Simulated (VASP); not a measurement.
# LiTmH4 (C2/m) in VASP: a series of runs, part 2 of 2

VASP 6.6.1.

## (3) Relaxation of cell and atoms, PBE

This run uses another cell than the first one, of 9.11 Å³/atom.

INCAR reads:

```
SYSTEM = LiTmH4
PREC = Accurate
ENCUT = 750
EDIFF = 1E-7
ISMEAR = 0
SIGMA = 0.15
LREAL = .False.
LASPH = .True.
NELM = 200
ALGO = Normal
ISIF = 3
LWAVE = .False.
LCHARG = .False.
GGA = PE
IBRION = 2
NSW = 36
EDIFFG = -0.08
GGA_COMPAT = .False.
NELMIN = 4
LMAXMIX = 6
```

KPOINTS reads:

```
regular mesh
0
Gamma
  4 4 2
  0 0 0
```

POSCAR reads:

```
LiTmH4
1.0
    3.1454874400     -1.5932472100      0.0000000000
    3.1454874400      1.5932472100      0.0000000000
   -2.9435742400      0.0000000000      5.4512972200
Li Tm H
1 1 4
Direct
    0.0000000000      0.0000000000      0.0000000000
    0.5000000000      0.5000000000      0.5000000000
    0.1991045000      0.1991045000      0.8080859800
    0.6953070200      0.6953070200      0.2941800100
    0.8008955000      0.8008955000      0.1919140200
    0.3046929800      0.3046929800      0.7058199900
```

Potentials or basis: VASP PAW PBE potentials, release 64 (Li_sv, Tm_3, H), 4f in core.

Started as:

```bash
$ cat potpaw_PBE.64/Li_sv/POTCAR potpaw_PBE.64/Tm_3/POTCAR potpaw_PBE.64/H/POTCAR > POTCAR
$ mpirun -np 1 vasp_std > vasp.out
```

OUTCAR:

```text
SYSTEM = LiTmH4
   PREC = Accurate
   ENCUT = 750
   EDIFF = 1E-7
   ISMEAR = 0
   LREAL = .False.
   LASPH = .True.
   NELM = 200
   ISIF = 3
   GGA = PE
   IBRION = 2
   NSW = 36
   EDIFFG = -0.08
   NELMIN = 4

 ion  position               nearest neighbor table
   1  0.000  0.000  0.000-   2 3.20   2 3.20
   2  0.500  0.500  0.500-   4 2.15   6 2.15   3 2.34   3 2.34   5 2.34   5 2.34   4 2.35   6 2.35
                             4 2.35   6 2.35   1 3.20   1 3.20
   3  0.199  0.199  0.808-   2 2.34   2 2.34
   4  0.695  0.695  0.294-   2 2.15   2 2.35   2 2.35
   5  0.801  0.801  0.192-   2 2.34   2 2.34
   6  0.305  0.305  0.706-   2 2.15   2 2.35   2 2.35

  LATTYP: Found a base centered monoclinic cell.
 ALAT       =     6.2909748800
 B/A-ratio  =     0.5065183824
 C/A-ratio  =     0.9847856768
 COS(beta)  =    -0.4751331359

  Lattice vectors:

 A1 = (   3.1454874400,  -1.5932472100,   0.0000000000)
 A2 = (   3.1454874400,   1.5932472100,   0.0000000000)
 A3 = (  -2.9435742400,   0.0000000000,   5.4512972200)

Analysis of symmetry for initial positions (statically):
=====================================================================
 Subroutine PRICEL returns:
 Original cell was already a primitive cell.
[... 173 lines left out ...]
  Direction    XX          YY          ZZ          XY          YZ          ZX
  --------------------------------------------------------------------------------------
  -------------------------------------------------------------------------------------
  Total        3.0289291     -2.0616639      0.3208597      0.0000000      0.0000000     -3.1368882
  in kB       88.8175338    -60.4543377      9.4085948      0.0000000      0.0000000    -91.9832268
  external PRESSURE =      12.5905970 kB  Pullay stress =       0.0000000 kB
[... 101 lines left out ...]
  FREE ENERGIE OF THE ION-ELECTRON SYSTEM (eV)
  ---------------------------------------------------
  free  energy   TOTEN  =       -20.7198412607 eV

  energy  without entropy=      -20.7029436397  energy(sigma->0) =      -20.71139245

[... ionic steps 4 to 17 ...]

--------------------------------------- Ionic step       18  -------------------------------------------

 number of electron      16.0000002 magnetization

------------------------ aborting loop because EDIFF is reached ----------------------------------------
[... 75 lines left out ...]
--------------------------------------- Ionic step       20  -------------------------------------------

 number of electron      16.0000002 magnetization

 Free energy of the ion-electron system (eV)
  ---------------------------------------------------
  ext. energy  EPLUGINS =         0.00000000
  ---------------------------------------------------
  free energy    TOTEN  =       -21.59659578 eV

  energy without entropy =      -21.58940330  energy(sigma->0) =      -21.59299954

 E-fermi :   1.8463     XC(G=0):  -9.3025

 val. band max:        1.8382087804   @ k =   0.5000   0.5000   0.5000
 cond. band min:       2.0610290349   @ k =   0.0000   0.0000   0.5000
 fundamental gap:      0.2228202544
 Fermi energy:         1.8463161889

 k-point     1 :       0.0000    0.0000    0.0000
  band No.  band energies     occupation
      1     -44.0158      2.00000
      2     -23.6457      2.00000
      3     -23.3390      2.00000
      4     -23.0362      2.00000
      5      -6.1772      2.00000
      6      -1.6136      2.00000
      7      -1.0035      2.00000
      8       1.7460      1.65568
      9       1.8139      1.24046
     10       4.4838      0.00000
     11       6.2910      0.00000
     12       6.5167      0.00000
[... 226 lines left out ...]
  FREE ENERGIE OF THE ION-ELECTRON SYSTEM (eV)
  ---------------------------------------------------
  free  energy   TOTEN  =       -21.5965957794 eV

  energy  without entropy=      -21.5894033005  energy(sigma->0) =      -21.59299954

 reached required accuracy - stopping structural energy minimisation
```

It took 2.6 min on 1 thread of Intel Xeon 6975P-C (Granite Rapids), shared host; peak memory 0.26 GiB.

What came out:

- Free energy: -21.5966 eV
- Relaxed volume: 9.49 Å³/atom
- Relaxed cell: a = 4.110 Å, b = 4.110 Å, c = 5.987 Å, α = 123.95°, β = 123.95°, γ = 44.97°
- Space group after relaxing (to 0.1 Å): C2/m (No. 12)
- Energy gained by relaxing: 352.4 meV/atom
- Ionic steps: 20
- Pressure after relaxing: -0.5 GPa
- Largest force after relaxing: 0.079 eV/Å
- Band gap on the k mesh: zero (bands 8 and 9 overlap by 0.25 eV)

Forces in eV/Å, atoms in the order of the input:
```
Li   0.000  0.000  0.000
Tm   0.000  0.000  0.000
H    0.051  0.000  0.060
H    0.048  0.000  0.027
H   -0.051  0.000 -0.060
H   -0.048  0.000 -0.027
```

Stress tensor (GPa, compression positive):
```
 0.18  0.00  0.27
 0.00 -0.72  0.00
 0.27  0.00 -0.84
```

Step by step:
```tsv
step	energy change (eV)	largest force (eV/Å)	pressure (GPa)	volume (Å³)
1	0.0000	1.2421	1.26	54.64
2	-0.4370	1.2809	-0.33	55.15
3	-1.2378	1.1221	-1.43	56.04
4	-1.2938	1.0363	-0.62	56.14
5	-1.5637	0.5439	-0.85	56.07
6	-1.6384	0.3276	-1.04	56.01
7	-1.8254	0.2586	0.75	54.88
8	-1.8366	0.3919	1.57	54.55
9	-1.9024	0.3210	0.47	55.83
10	-1.9929	0.3544	-1.68	59.22
11	-2.0465	0.2365	-0.69	58.69
12	-2.0641	0.1294	0.33	58.19
13	-2.0741	0.0967	-0.29	58.51
14	-2.0758	0.0869	-0.64	58.69
15	-2.0811	0.1013	-0.13	58.05
16	-2.0837	0.1304	0.60	57.21
17	-2.0876	0.1231	0.53	57.13
18	-2.0974	0.1073	0.43	56.88
19	-2.1073	0.1485	0.50	56.33
20	-2.1145	0.0786	-0.46	56.93
```

Final structure:
```
Li Tm H
1.0
     3.79727   -1.57168    0.01515
     3.79727    1.57168    0.01515
    -3.63797    0.00000    4.75539
Li Tm H
1 1 4
Direct
  0.00000 0.00000 0.00000
  0.50000 0.50000 0.50000
  0.08021 0.08021 0.78687
  0.70060 0.70060 0.32064
  0.91979 0.91979 0.21313
  0.29940 0.29940 0.67936
```

Caveat: the k points lie up to 0.56 Å⁻¹ apart in the final cell; a cell axis changed by over 15 % at a fixed basis, so the end point is rough; spin-orbit coupling is left out, which moves the levels of the heavy elements; the 4f electrons are frozen in the core, so they carry no moment and show no levels; the relaxation stopped at a loose force limit of 0.08 eV/Å, so its end isn't a converged minimum. Spin polarisation is off, so any magnetic state and its effect on volume and gap are missing.

## (4) Relaxation of cell and atoms, PBE

This run uses another cell than the first one, of 12.90 Å³/atom.

INCAR reads:

```
ALGO     = Normal         # electronic algorithm
EDIFF    = 1E-7           # SCF threshold, eV
EDIFFG   = -0.08          # ionic threshold
ENCUT    = 750            # plane-wave cutoff, eV
GGA      = PE             # functional
GGA_COMPAT= F            
IBRION   = 2              # ionic algorithm
ISIF     = 3              # what is computed and relaxed
ISMEAR   = 0              # smearing method
LASPH    = T              # aspherical terms in the spheres
LCHARG   = F              # write CHGCAR
LMAXMIX  = 6              # l up to which the mixer works
LREAL    = F              # projectors in reciprocal space
LWAVE    = F              # write WAVECAR
NELM     = 200            # most SCF steps
NELMIN   = 4            
NSW      = 36             # ionic steps
PREC     = Accurate       # precision mode
SIGMA    = 0.15           # smearing width, eV
```

KPOINTS reads:

```
k-points
0
Gamma
  3 3 3
```

POSCAR reads:

```
LiTmH4
1.0
    3.1218105100     -2.6531694900      0.0000000000
    3.1218105100      2.6531694900      0.0000000000
   -3.1124390800      0.0000000000      4.6713550700
Li Tm H
1 1 4
Direct
    0.5000000000      0.5000000000      0.5000000000
    0.0000000000      0.0000000000      0.5000000000
    0.9212337500      0.3359569400      0.9926107800
    0.6640430600      0.0787662500      0.0073892200
    0.0787662500      0.6640430600      0.0073892200
    0.3359569400      0.9212337500      0.9926107800
```

Started as:

```bash
$ cat potpaw_PBE.64/Li_sv/POTCAR potpaw_PBE.64/Tm_3/POTCAR potpaw_PBE.64/H/POTCAR > POTCAR
$ mpirun -np 1 vasp_std > vasp.out
```

Wall time 5.6 min (1 thread of Intel Xeon 6975P-C (Granite Rapids), shared host); peak memory 0.33 GiB.

The run converged. Its results:

```
Free energy                           : -20.9885 eV
Relaxed volume                        : 8.47 Å³/atom
Relaxed cell                          : a = 4.203 Å, b = 4.203 Å, c = 3.507 Å, α = 114.63°, β = 114.63°, γ = 85.67°
Space group after relaxing (to 0.1 Å) : Immm (No. 71)
Energy gained by relaxing             : 914.5 meV/atom
Ionic steps                           : 30
Pressure after relaxing               : 0.0 GPa
Largest force after relaxing          : 0.056 eV/Å
Band gap on the k mesh                : zero (bands 8 and 9 overlap by 0.69 eV)
```

Forces in eV/Å, atoms in the order of the input:
```
Li   0.000  0.000  0.000
Tm   0.000  0.000  0.000
H   -0.013  0.050 -0.022
H    0.013  0.050  0.022
H    0.013 -0.050  0.022
H   -0.013 -0.050 -0.022
```

Stress tensor (GPa, compression positive):
```
-0.07  0.00 -0.01
 0.00  0.28  0.00
-0.01  0.00 -0.11
```

The path:
| step | energy change (eV) | largest force (eV/Å) | pressure (GPa) | volume (Å³) |
| --- | --- | --- | --- | --- |
| 1 | 0.0000 | 0.6316 | -7.28 | 77.38 |
| 2 | -1.0365 | 0.6479 | -6.84 | 70.79 |
| 3 | -2.5847 | 1.0948 | 2.39 | 50.86 |
| 4 | -2.9278 | 0.5007 | 1.94 | 50.57 |
| 5 | -2.9832 | 0.2330 | 2.50 | 50.33 |
| 6 | -2.9836 | 0.2344 | 2.45 | 50.34 |
| 7 | -3.0330 | 0.3008 | 0.65 | 52.02 |
| 8 | -3.1252 | 0.4198 | -3.92 | 57.24 |
| 9 | -3.1470 | 0.4332 | -4.12 | 57.53 |
| 10 | -3.2167 | 0.4949 | -4.58 | 58.41 |
| 11 | -3.3862 | 0.7327 | -5.38 | 60.13 |
| 12 | -3.6960 | 0.7240 | -7.52 | 63.46 |
| 13 | -3.8323 | 0.7830 | -9.12 | 69.63 |
| 14 | -3.8460 | 0.7376 | -8.87 | 66.96 |
| 15 | -3.9198 | 0.7652 | -8.76 | 66.84 |
| 16 | -4.0735 | 0.8154 | -8.03 | 66.32 |
| 17 | -4.0261 | 0.6504 | -5.87 | 64.71 |
| 18 | -4.0924 | 0.7794 | -7.25 | 65.86 |
| 19 | -4.2262 | 0.8047 | -6.64 | 64.14 |
| 20 | -4.5751 | 0.8707 | -4.11 | 59.14 |
| 21 | -4.9047 | 0.9859 | 5.05 | 49.86 |
| 22 | -5.1050 | 0.8204 | 4.62 | 49.31 |
| 23 | -5.3085 | 0.2973 | 6.01 | 47.57 |
| 24 | -5.3220 | 0.3640 | 5.32 | 47.95 |
| 25 | -5.4220 | 0.2619 | 1.78 | 49.98 |
| 26 | -5.4595 | 0.1509 | -1.78 | 52.49 |
| 27 | -5.4597 | 0.1578 | -1.56 | 52.32 |
| 28 | -5.4747 | 0.1215 | -0.97 | 51.77 |
| 29 | -5.4837 | 0.0921 | -0.01 | 50.95 |
| 30 | -5.4871 | 0.0560 | 0.03 | 50.83 |

Final structure:
```
Li Tm H
1.0
     3.03309   -2.85744    0.54795
     3.03309    2.85744    0.54795
    -2.47453    0.00000    2.48517
Li Tm H
1 1 4
Direct
  0.50000 0.50000 0.50000
  0.00000 0.00000 0.50000
  0.03368 0.40142 0.21788
  0.59858 0.96632 0.78212
  0.96632 0.59858 0.78212
  0.40142 0.03368 0.21788
```

Levels at points of the mesh, in eV from the Fermi level:
```csv
k point,band 5,band 6,band 7,band 8,band 9,band 10,band 11,band 12
"(0.00, 0.00, 0.00)",-9.16,-4.99,-1.24,0.39,0.44,2.61,2.75,3.04
```

Caveat: the k points lie up to 0.70 Å⁻¹ apart in the final cell, too coarse for converged energies and pressures of a metal; the volume moved by over 15 % at a fixed basis, so the end points are rough; spin-orbit coupling is left out, which moves the levels of the heavy elements; the 4f electrons are frozen in the core, so they carry no moment and show no levels; the relaxation stopped at a loose force limit of 0.08 eV/Å, so its end isn't a converged minimum.

## (5) The runs side by side

```csv
task,cell,k mesh,gap on the mesh (eV),pressure (GPa),relaxed volume (Å³/atom),largest force (eV/Å)
single point,"a = 3.796, b = 3.796, c = 6.505 Å, angles 118.2, 118.2, 48.4°, 6 atoms, atomic positions A",4 × 4 × 2,none,0.3,-,0.05
relaxation of cell and atoms,"relaxed from a = 3.526, b = 3.526, c = 6.195 Å, angles 115.1, 115.1, 53.7°, 6 atoms, atomic positions B",4 × 4 × 2,none,-0.5,9.49,0.08
relaxation of cell and atoms,"relaxed from a = 4.097, b = 4.097, c = 5.613 Å, angles 115.0, 115.0, 80.7°, 6 atoms, atomic positions C",3 × 3 × 3,none,0.0,8.47,0.06
```

Alike in all rows: level PBE; potentials or basis VASP PAW PBE potentials, release 64 (Li_sv, Tm_3, H), 4f in core; no spin polarisation; cutoff (eV) 750; smearing gaussian 0.15 eV.

Caveats: all runs use coarse meshes; spin-orbit coupling is left out, which moves the levels of the heavy elements; the 4f electrons are frozen in the core, so they carry no moment and show no levels; the relaxation stopped at a loose force limit of 0.08 eV/Å, so its end isn't a converged minimum (at least some runs); a cell axis changed by over 15 % at a fixed basis, so the end point is rough (at least some runs); the volume moved by over 15 % at a fixed basis, so the end points are rough (at least some runs).

Absolute energies hang on the potentials; compare differences alone.

The gap in the log of VASP goes by the Fermi energy; the results here count the filled bands.